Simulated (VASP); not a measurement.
# KMgF3 (P4mm) in VASP: notebook

The runs below take KMgF3 through single point, with PBEsol.

Everything below comes from runs of VASP 6.6.1. Logs are shortened: lines on timing, memory, paths and dates and some standing lists are left out, and cuts for length are marked.

### 1 The cell of the first run

Symmetry: P4mm, No. 99, tetragonal system. Conventional cell: a = 3.986 Å, b = 3.986 Å, c = 3.986 Å, α = 90.00°, β = 90.00°, γ = 90.00°. Within 3.7 Å of K (site symmetry 4mm) lie 12 F at 2.82 Å and 8 Mg at 3.42 to 3.49 Å. Mg (site symmetry 4mm) has 6 F at 1.93 to 2.06 Å within 2.6 Å. Within 2.6 Å of F (site symmetry 2mm) lie 2 Mg at 1.99 Å. Within 2.6 Å of F (site symmetry 4mm) lie 2 Mg at 1.93 to 2.06 Å.

### 2 Single point, PBEsol (all Mg atoms moved +0.062 Å, as atom 2 along Cartesian [0 0 1])

Contents of INCAR:

```
PREC = Accurate
ENCUT = 520
EDIFF = 1E-6
ISMEAR = 0
SIGMA = 0.05
LREAL = F
LASPH = T
NELM = 100
ALGO = Normal
ISIF = 2
LWAVE = F
LCHARG = F
GGA = PS
NBANDS = 24
```

Contents of KPOINTS:

```
Automatic mesh
0
Gamma
  6 6 6
```

Contents of POSCAR:

```
KMgF3
1.0
    3.9859000000      0.0000000000      0.0000000000
    0.0000000000      3.9859000000      0.0000000000
    0.0000000000      0.0000000000      3.9859000000
K Mg F
1 1 3
Direct
    0.5000000000      0.5000000000      0.5000000000
    0.0000000000      0.0000000000      0.0156802730
    0.5000000000      0.0000000000      0.0000000000
    0.0000000000      0.5000000000      0.0000000000
    0.0000000000      0.0000000000      0.5000000000
```

Potentials or basis: VASP PAW PBE potentials, release 64 (K_sv, Mg, F).

Started as:

```
cat potpaw_PBE.64/K_sv/POTCAR potpaw_PBE.64/Mg/POTCAR potpaw_PBE.64/F/POTCAR > POTCAR
mpirun -np 1 vasp_std > vasp.out
```

OUTCAR:

```text
PREC = Accurate
   ENCUT = 520
   EDIFF = 1E-6
   ISMEAR = 0
   LREAL = F
   LASPH = T
   NELM = 100
   ISIF = 2
   GGA = PS

 ion  position               nearest neighbor table
   1  0.500  0.500  0.500-   3 2.82   4 2.82   5 2.82   3 2.82   4 2.82   3 2.82   5 2.82   3 2.82
                             4 2.82   5 2.82   4 2.82   5 2.82   2 3.42   2 3.42   2 3.42   2 3.42
   2  0.000  0.000  0.016-   5 1.93   4 1.99   3 1.99   4 1.99   3 1.99   5 2.06   1 3.42   1 3.42
                             1 3.42   1 3.42   1 3.49   1 3.49   1 3.49   1 3.49
   3  0.500  0.000  0.000-   2 1.99   2 1.99   1 2.82   1 2.82   1 2.82   1 2.82
   4  0.000  0.500  0.000-   2 1.99   2 1.99   1 2.82   1 2.82   1 2.82   1 2.82
   5  0.000  0.000  0.500-   2 1.93   2 2.06   1 2.82   1 2.82   1 2.82   1 2.82

  LATTYP: Found a simple cubic cell.
 ALAT       =     3.9859000000

  Lattice vectors:

 A1 = (   3.9859000000,   0.0000000000,   0.0000000000)
 A2 = (   0.0000000000,   3.9859000000,   0.0000000000)
 A3 = (   0.0000000000,   0.0000000000,   3.9859000000)

Analysis of symmetry for initial positions (statically):
=====================================================================
 Subroutine PRICEL returns:
 Original cell was already a primitive cell.

 Routine SETGRP: Setting up the symmetry group for a
 simple cubic supercell.

 Subroutine GETGRP returns: Found  8 space group operations
 (whereof  8 operations were pure point group operations)
 out of a pool of 48 trial point group operations.

The static configuration has the point symmetry C_4v.

Analysis of symmetry for dynamics (positions and initial velocities):
=====================================================================
 Subroutine PRICEL returns:
 Original cell was already a primitive cell.

 Routine SETGRP: Setting up the symmetry group for a
 simple cubic supercell.

 Subroutine GETGRP returns: Found  8 space group operations
 (whereof  8 operations were pure point group operations)
 out of a pool of 48 trial point group operations.

The dynamic configuration has the point symmetry C_4v.

 Subroutine INISYM returns: Found  8 space group operations
 (whereof  8 operations are pure point group operations),
 and found     1 'primitive' translations

----------------------------------------------------------------------------------------

                                     Primitive cell

  volume of cell :      63.3256

  direct lattice vectors                    reciprocal lattice vectors
     3.985900000  0.000000000  0.000000000     0.250884367  0.000000000  0.000000000
     0.000000000  3.985900000  0.000000000     0.000000000  0.250884367  0.000000000
     0.000000000  0.000000000  3.985900000     0.000000000  0.000000000  0.250884367

  length of vectors
     3.985900000  3.985900000  3.985900000     0.250884367  0.250884367  0.250884367

  position of ions in fractional coordinates (direct lattice)
     0.500000000  0.500000000  0.500000000
     0.000000000  0.000000000  0.015680273
     0.500000000  0.000000000  0.000000000
     0.000000000  0.500000000  0.000000000
     0.000000000  0.000000000  0.500000000

  ion indices of the primitive-cell ions
   primitive index   ion index
                 1           1
                 2           2
                 3           3
                 4           4
                 5           5

----------------------------------------------------------------------------------------

 KPOINTS: Automatic mesh

Automatic generation of k-mesh.
 Grid dimensions read from file:
 generate k-points for:    6    6    6

 Generating k-lattice:

  Cartesian coordinates                     Fractional coordinates (reciprocal lattice)
     0.041814061  0.000000000  0.000000000     0.166666667  0.000000000  0.000000000
     0.000000000  0.041814061  0.000000000     0.000000000  0.166666667  0.000000000
     0.000000000  0.000000000  0.041814061     0.000000000  0.000000000  0.166666667

  Length of vectors
     0.041814061  0.041814061  0.041814061

  Shift w.r.t. Gamma in fractional coordinates (k-lattice)
     0.000000000  0.000000000  0.000000000

 Subroutine IBZKPT returns following result:
 ===========================================

 Found     40 irreducible k-points:

 Following reciprocal coordinates:
            Coordinates               Weight
  0.000000  0.000000  0.000000      1.000000
  0.166667  0.000000  0.000000      4.000000
  0.000000  0.000000  0.166667      2.000000
  0.333333  0.000000  0.000000      4.000000
  0.000000  0.000000  0.333333      2.000000
  0.500000  0.000000  0.000000      2.000000
[... 16 lines left out ...]
  0.166667  0.166667  0.166667      8.000000
  0.333333  0.166667  0.166667     16.000000
 [... further k-points ...]
   k-points           NKPTS =     40   k-points in BZ     NKDIM =     40   number of bands    NBANDS=     24
   number of dos      NEDOS =    301   number of ions     NIONS =      5
   total plane-waves  NPLWV =  27000
   dimension x,y,z NGX =    30 NGY =   30 NGZ =   30
   dimension x,y,z NGXF=    60 NGYF=   60 NGZF=   60
   ions per type =               1   1   3
   NGX,Y,Z   is equivalent  to a cutoff of  12.51, 12.51, 12.51 a.u.
   NGXF,Y,Z  is equivalent  to a cutoff of  25.03, 25.03, 25.03 a.u.
 SYSTEM =  unknown system
   PREC   = accura    normal or accurate (medium, high low for compatibility)
   ISTART =      0    job   : 0-new  1-cont  2-samecut
   ICHARG =      2    charge: 1-file 2-atom 10-const
   ISPIN  =      1    spin polarized calculation?
   LNONCOLLINEAR =      F non collinear calculations
   LSORBIT =      F    spin-orbit coupling
   LASPH  =      T    aspherical Exc in radial PAW
   ENCUT  =  520.0 eV  38.22 Ry    6.18 a.u.   7.41  7.41  7.41*2*pi/ulx,y,z
   NELM   =    100;   NELMIN=  2; NELMDL= -5     # of ELM steps
   EDIFF  = 0.1E-05   stopping-criterion for ELM
   LREAL  =      F    real-space projection
   EDIFFG = 0.1E-04   stopping-criterion for IOM
   NSW    =      0    number of steps for IOM
   IBRION =     -1    ionic relax: 0-MD 1-quasi-New 2-CG
   NFREE  =      0    steps in history (QN), initial steepest desc. (CG)
   ISIF   =      2    stress and relaxation
   ISYM   =      2    0-nonsym 1-usesym 2-fastsym
   POTIM  = 0.5000    time-step for ionic-motion
   TEBEG  =    0.0;   TEEND  =   0.0 temperature during run
   PSTRESS=    0.0 pullay stress
   NELECT =      32.0000    total number of electrons
   NUPDOWN=      -1.0000    fix difference up-down
   EMIN   =  10.00;   EMAX   =-10.00  energy-range for DOS
   EFERMI =   0.00;   METHOD = LEGACY
   ISMEAR =     0;   SIGMA  =   0.05  broadening in eV -4-tet -1-fermi 0-gaus
   EFERMI_NEDOS =   21; number of points for ismear=-14 and -15
   IALGO  =     38    algorithm
   IMIX   =      4    mixing-type and parameters
     AMIX     =   0.40;   BMIX     =  1.00
     AMIX_MAG =   1.60;   BMIX_MAG =  1.00
  volume/ion in A,a.u.               =      12.67        85.47
  Fermi-wavevector in a.u.,A,eV,Ry     =   1.303962  2.464132 23.134232  1.700318
  Thomas-Fermi vector in A             =   2.434930
   LORBIT       =      0    0 simple, 1 ext, 2 COOP (PROOUT), +10 PAW based schemes
   GGA     = PS    functional components
   LHFCALC =     F    Hartree Fock is set to
   AEXX    =    0.0000 exact exchange contribution
   IVDW    =     0    specifies the selected vdW correction
   LEPSILON=     F    determine dielectric tensor
   LRPA    =     F    only Hartree local field effects (RPA)
 non-spin polarized calculation
 Gauss-broadening in eV      SIGMA  =   0.05
  energy-cutoff  :      520.00
  volume of cell :       63.33
 maximum number of plane-waves:      1743
 NGX is ok and might be reduce to    30
   NGX = 15   NGY = 15   NGZ = 15

 number of electron      31.9999958 magnetization

 Free energy of the ion-electron system (eV)
  ---------------------------------------------------
  ext. energy  EPLUGINS =         0.00000000
  ---------------------------------------------------
  free energy    TOTEN  =       -25.24461226 eV

  energy without entropy =      -25.24461226  energy(sigma->0) =      -25.24461226

 E-fermi :  -1.4179     XC(G=0):  -9.9443

 val. band max:       -1.7027820106   @ k =   0.5000   0.5000   0.5000
 cond. band min:       5.4144532685   @ k =   0.0000   0.0000   0.0000
 fundamental gap:      7.1172352791
 Fermi energy:        -1.4179316244

 k-point     1 :       0.0000    0.0000    0.0000
  band No.  band energies     occupation
      1     -27.1858      2.00000
      2     -21.7188      2.00000
      3     -21.0551      2.00000
      4     -21.0442      2.00000
      5     -10.7509      2.00000
      6     -10.7509      2.00000
[... 16 lines left out ...]
     23      12.1393      0.00000
     24      15.0249      0.00000

 k-point     2 :       0.1667    0.0000    0.0000
  band No.  band energies     occupation
      1     -27.1784      2.00000
      2     -21.6888      2.00000
      3     -21.0851      2.00000
      4     -21.0489      2.00000
      5     -10.7467      2.00000
      6     -10.7363      2.00000
[... 16 lines left out ...]
     23      12.1371      0.00000
     24      14.8960      0.00000

 k-point     3 :       0.0000    0.0000    0.1667
  band No.  band energies     occupation
      1     -27.1784      2.00000
      2     -21.6879      2.00000
      3     -21.0936      2.00000
      4     -21.0412      2.00000
      5     -10.7456      2.00000
      6     -10.7363      2.00000
[... 16 lines left out ...]
     23      12.1326      0.00000
     24      14.9121      0.00000

 k-point     4 :       0.3333    0.0000    0.0000
  band No.  band energies     occupation
      1     -27.1634      2.00000
      2     -21.6152      2.00000
      3     -21.1737      2.00000
      4     -21.0451      2.00000
      5     -10.7384      2.00000
      6     -10.7067      2.00000
[... 16 lines left out ...]
     23      12.1207      0.00000
     24      14.5327      0.00000

 k-point     5 :       0.0000    0.0000    0.3333
  band No.  band energies     occupation
      1     -27.1634      2.00000
      2     -21.6111      2.00000
      3     -21.1857      2.00000
      4     -21.0370      2.00000
      5     -10.7372      2.00000
      6     -10.7068      2.00000
[... 16 lines left out ...]
     23      12.1139      0.00000
     24      14.5471      0.00000

 k-point     6 :       0.5000    0.0000    0.0000
  band No.  band energies     occupation
      1     -27.1558      2.00000
      2     -21.5653      2.00000
      3     -21.2307      2.00000
      4     -21.0420      2.00000
      5     -10.7342      2.00000
      6     -10.6917      2.00000
[... 16 lines left out ...]
     23      12.6708      0.00000
     24      13.5977      0.00000
[... 379 lines left out ...]
 k-point    21 :       0.5000    0.5000    0.0000
  band No.  band energies     occupation
      1     -27.1346      2.00000
      2     -21.3007      2.00000
      3     -21.2526      2.00000
      4     -21.2526      2.00000
      5     -10.8286      2.00000
      6     -10.8286      2.00000
[... 16 lines left out ...]
     23      12.4908      0.00000
     24      12.6145      0.00000

 k-point    22 :       0.0000    0.5000    0.5000
  band No.  band energies     occupation
      1     -27.1346      2.00000
      2     -21.2855      2.00000
      3     -21.2675      2.00000
      4     -21.2526      2.00000
      5     -10.8286      2.00000
      6     -10.8273      2.00000
[... 16 lines left out ...]
     23      12.4971      0.00000
     24      12.6154      0.00000

 k-point    23 :       0.1667    0.1667    0.1667
  band No.  band energies     occupation
      1     -27.1650      2.00000
      2     -21.6240      2.00000
      3     -21.1050      2.00000
      4     -21.0943      2.00000
      5     -10.7650      2.00000
      6     -10.7643      2.00000
[... 16 lines left out ...]
     23      12.2321      0.00000
     24      14.4537      0.00000

 k-point    24 :       0.3333    0.1667    0.1667
  band No.  band energies     occupation
      1     -27.1521      2.00000
      2     -21.5440      2.00000
      3     -21.1800      2.00000
      4     -21.0958      2.00000
      5     -10.7855      2.00000
      6     -10.7583      2.00000
[... 16 lines left out ...]
     23      12.3656      0.00000
     24      13.8727      0.00000

 [... further k-points ...]
[... 5 lines left out ...]
  --------------------------------------------------------------------------------------
  -------------------------------------------------------------------------------------
  Total       -0.0421723     -0.0421723      0.1680785      0.0000000      0.0000000      0.0000000
  in kB       -1.0669850     -1.0669850      4.2524921      0.0000000      0.0000000      0.0000000
  external PRESSURE =       0.7061740 kB  Pullay stress =       0.0000000 kB

 VOLUME and BASIS-vectors are now :
 -----------------------------------------------------------------------------
  energy-cutoff  :      520.00
  volume of cell :       63.33
      direct lattice vectors                 reciprocal lattice vectors
     3.985900000  0.000000000  0.000000000     0.250884367  0.000000000  0.000000000
     0.000000000  3.985900000  0.000000000     0.000000000  0.250884367  0.000000000
     0.000000000  0.000000000  3.985900000     0.000000000  0.000000000  0.250884367

 POSITION                                       TOTAL-FORCE (eV/Angst)
 -----------------------------------------------------------------------------------
      1.99295      1.99295      1.99295        -0.000000     -0.000000      0.074815
      0.00000      0.00000      0.06250        -0.000000      0.000000     -0.595990
      1.99295      0.00000      0.00000        -0.000000      0.000000      0.054016
      0.00000      1.99295      0.00000        -0.000000      0.000000      0.054016
      0.00000      0.00000      1.99295         0.000000      0.000000      0.413142
 -----------------------------------------------------------------------------------
    total drift:                                0.000000     -0.000000      0.000334

  FREE ENERGIE OF THE ION-ELECTRON SYSTEM (eV)
  ---------------------------------------------------
  free  energy   TOTEN  =       -25.2446122574 eV

  energy  without entropy=      -25.2446122574  energy(sigma->0) =      -25.24461226
```

Wall time 82 s (1 thread of AMD EPYC, shared host); peak memory 0.17 GiB.

What came out:

| Property | Result |
| --- | --- |
| Free energy | -25.2446 eV |
| Pressure | 0.1 GPa |
| Largest force | 0.596 eV/Å |
| Band gap on the k mesh | 7.12 eV, indirect (least direct gap 7.45 eV) |

Forces on the atoms (eV/Å):
```
K    0.000  0.000  0.075
Mg   0.000  0.000 -0.596
F    0.000  0.000  0.054
F    0.000  0.000  0.054
F    0.000  0.000  0.413
```

Stress tensor (GPa, compression positive):
```
-0.11  0.00  0.00
 0.00 -0.11  0.00
 0.00  0.00  0.43
```

Levels at points of the mesh, in eV from the valence-band top:
| k point | band 14 | band 15 | band 16 | band 17 | band 18 | band 19 |
| --- | --- | --- | --- | --- | --- | --- |
| (0.00, 0.00, 0.00) | -0.33 | -0.33 | -0.33 | 7.12 | 9.93 | 9.94 |
| (0.50, 0.00, 0.00) | -0.87 | -0.55 | -0.54 | 9.95 | 10.28 | 11.00 |
| (0.00, 0.00, 0.50) | -0.89 | -0.54 | -0.54 | 9.95 | 10.28 | 11.00 |
| (0.50, 0.50, 0.00) | -0.92 | -0.92 | -0.02 | 10.80 | 11.58 | 12.43 |
| (0.00, 0.50, 0.50) | -0.91 | -0.91 | -0.03 | 10.80 | 11.57 | 12.44 |
| (0.50, 0.50, 0.50) | -0.01 | -0.01 | 0.00 | 10.30 | 10.30 | 10.30 |

Caveat: the cell differs from its parent crystal (all Mg atoms moved +0.062 Å, as atom 2 along Cartesian [0 0 1]); the PAW data sets were made with another functional, which shifts forces and pressure a little.

### 3 Single point, PBEsol (all Mg atoms moved +0.037 Å, as atom 2 along Cartesian [0 0 1])

Contents of INCAR:

```
SYSTEM = KMgF3
  PREC = Accurate
  ENCUT = 520
  EDIFF = 1E-6
  ISMEAR = 0
  SIGMA = 0.05
  LREAL = .False.
  LASPH = .True.
  NELM = 60
  ALGO = Normal
  ISIF = 2
  LWAVE = .False.
  LCHARG = .False.
  GGA = PS
  NBANDS = 24
```

Contents of KPOINTS:

```
regular mesh
0
Gamma
  6 6 6
  0 0 0
```

Changes to POSCAR since step 2:

```diff
@@ -9,3 +9,3 @@
     0.5000000000      0.5000000000      0.5000000000
-    0.0000000000      0.0000000000      0.0156802730
+    0.0000000000      0.0000000000      0.0094081638
     0.5000000000      0.0000000000      0.0000000000
```

Potentials or basis: VASP PAW PBE potentials, release 64 (K_sv, Mg, F).

Started as:

```
cat potpaw_PBE.64/K_sv/POTCAR potpaw_PBE.64/Mg/POTCAR potpaw_PBE.64/F/POTCAR > POTCAR
mpirun -np 1 vasp_std > vasp.out
```

Wall time 79 s (1 thread of AMD EPYC, shared host); peak memory 0.17 GiB.

The run converged. Its results:

* Free energy: -25.2564 eV
* Pressure: 0.0 GPa
* Largest force: 0.352 eV/Å
* Band gap on the k mesh: 7.12 eV, indirect (least direct gap 7.45 eV)

Forces in eV/Å, atoms in the order of the input:
```
K    0.000  0.000  0.045
Mg   0.000  0.000 -0.352
F    0.000  0.000  0.032
F    0.000  0.000  0.032
F    0.000  0.000  0.242
```

Stress tensor (GPa, compression positive):
```
-0.09  0.00  0.00
 0.00 -0.09  0.00
 0.00  0.00  0.10
```

Levels at points of the mesh, in eV from the valence-band top:
```csv
k point,band 13,band 14,band 15,band 16,band 17,band 18,band 19,band 20
"(0.00, 0.00, 0.00)",-0.63,-0.33,-0.33,-0.33,7.12,9.94,9.94,12.13
"(0.50, 0.00, 0.00)",-0.88,-0.87,-0.54,-0.54,9.95,10.29,11.00,12.74
"(0.00, 0.00, 0.50)",-0.88,-0.88,-0.54,-0.54,9.95,10.28,11.00,12.74
"(0.50, 0.50, 0.00)",-1.06,-0.91,-0.91,-0.02,10.81,11.58,12.44,12.44
"(0.00, 0.50, 0.50)",-1.06,-0.91,-0.91,-0.02,10.81,11.58,12.44,12.44
"(0.50, 0.50, 0.50)",-1.13,0.00,0.00,0.00,10.30,10.30,10.30,13.79
```

Caveat: the cell differs from its parent crystal (all Mg atoms moved +0.037 Å, as atom 2 along Cartesian [0 0 1]); the PAW data sets were made with another functional, which shifts forces and pressure a little.
